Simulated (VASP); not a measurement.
**AlN: single point with PBE**

AlN:

```
Al N
1.0
     3.11100    0.00000    0.00000
    -1.55550    2.69421    0.00000
     0.00000    0.00000    4.97800
Al N
2 2
Direct
  0.33333 0.66667 0.00000
  0.66667 0.33333 0.50000
  0.29090 0.64545 0.39232
  0.66667 0.33333 0.88500
```

This cell differs from its parent crystal: atom 3 (N) moved +0.120 Å towards its neighbour atom 2 (Al) at 1.885 Å.

```yaml
Program: VASP 6.6.1
Task: single point
Functional: PBE
Potentials_or_basis: VASP PAW PBE potentials, release 64 (Al, N)
Cutoff: 520 eV
k_mesh: 12 × 12 × 6
Occupations: gaussian, width 0.05 eV
Spin: no spin polarisation
Dipole_correction: no
Further_INCAR_settings: ALGO = Normal; EDIFF = 1e-07; NBANDS = 16
```

| Quantity | Value |
| --- | --- |
| Pressure | 5.0 GPa |
| Largest force | 2.676 eV/Å |
| Band gap on the k mesh | 4.07 eV, direct |

Forces on the atoms (eV/Å):
```
Al  -0.161 -0.093  0.370
Al  -1.877 -1.084  0.622
N    2.125  1.227 -1.066
N   -0.087 -0.050  0.074
```

Stress tensor (GPa, compression positive):
```
 9.69  5.23 -2.74
 5.23  3.66 -1.58
-2.74 -1.58  1.55
```

Levels at points of the mesh, in eV from the valence-band top:
| k point | band 4 | band 5 | band 6 | band 7 | band 8 | band 9 | band 10 | band 11 | band 12 | band 13 |
| --- | --- | --- | --- | --- | --- | --- | --- | --- | --- | --- |
| (0.00, 0.00, 0.00) | -1.24 | -0.90 | -0.43 | -0.35 | 0.00 | 4.07 | 6.54 | 10.47 | 10.88 | 11.16 |
| (0.50, 0.00, 0.00) | -4.55 | -3.25 | -2.18 | -2.12 | -0.76 | 5.58 | 6.15 | 8.20 | 9.92 | 10.83 |
| (0.00, 0.50, 0.00) | -4.22 | -3.52 | -2.30 | -1.69 | -0.92 | 5.51 | 5.78 | 7.90 | 10.15 | 10.76 |
| (0.00, 0.00, 0.50) | -3.38 | -0.98 | -0.72 | -0.70 | -0.53 | 6.32 | 6.39 | 9.97 | 10.40 | 11.13 |
| (0.50, 0.00, 0.50) | -5.76 | -1.63 | -1.46 | -1.41 | -1.27 | 5.01 | 5.07 | 8.96 | 9.20 | 11.53 |
| (0.00, 0.50, 0.50) | -5.68 | -1.80 | -1.63 | -1.53 | -1.40 | 5.24 | 5.33 | 8.95 | 9.07 | 11.53 |

Run time: 4.9 min on 1 thread of AMD EPYC 7R13, with other jobs on the host, peak memory 0.23 GiB.

Caveat: the cell differs from its parent crystal (atom 3 (N) moved +0.120 Å towards its neighbour atom 2 (Al) at 1.885 Å); forces of over 1 eV/Å act on the atoms, so gaps and moduli don't describe the material at rest. A k mesh can miss the band edges.
